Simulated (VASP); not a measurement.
A run of VASP 6.6.1 is set up as follows.

INCAR

```
  PREC = Accurate
  ENCUT = 600
  EDIFF = 1E-8
  ISMEAR = -1
  SIGMA = 0.15
  LREAL = False
  LASPH = True
  NELM = 120
  ALGO = Normal
  ISIF = 3
  LWAVE = False
  LCHARG = False
  GGA = PE
  NBANDS = 14
  IBRION = 6
  NFREE = 2
  POTIM = 0.015
  NSW = 1
  GGA_COMPAT = False
```

Contents of KPOINTS:

```
regular mesh
0
Gamma
  17 17 17
```

Contents of POSCAR:

```
TaC
1.0
    0.0000000000      2.2381085741      2.2381085741
    2.2381085741      0.0000000000      2.2381085741
    2.2381085741      2.2381085741      0.0000000000
Ta C
1 1
Direct
    0.0000000000      0.0000000000      0.0000000000
    0.5000000000      0.5000000000      0.5000000000
```

Potentials or basis: VASP PAW PBE potentials, release 64 (Ta_pv, C).

Command:

```sh
$ cat potpaw_PBE.64/Ta_pv/POTCAR potpaw_PBE.64/C/POTCAR > POTCAR
$ mpirun -np 1 vasp_std > vasp.out
```

Estimate the elastic constants C11, C12, C44.

724, 127, 176 GPa.

Estimate the Voigt bulk modulus.

326 GPa.

Estimate the highest phonon frequency at Γ.

537 cm⁻¹.

Clamped-ion elastic tensor (GPa):
```
724 127 127   0   0   0
127 724 127   0   0   0
127 127 724   0   0   0
  0   0   0 176   0   0
  0   0   0   0 176   0
  0   0   0   0   0 176
```
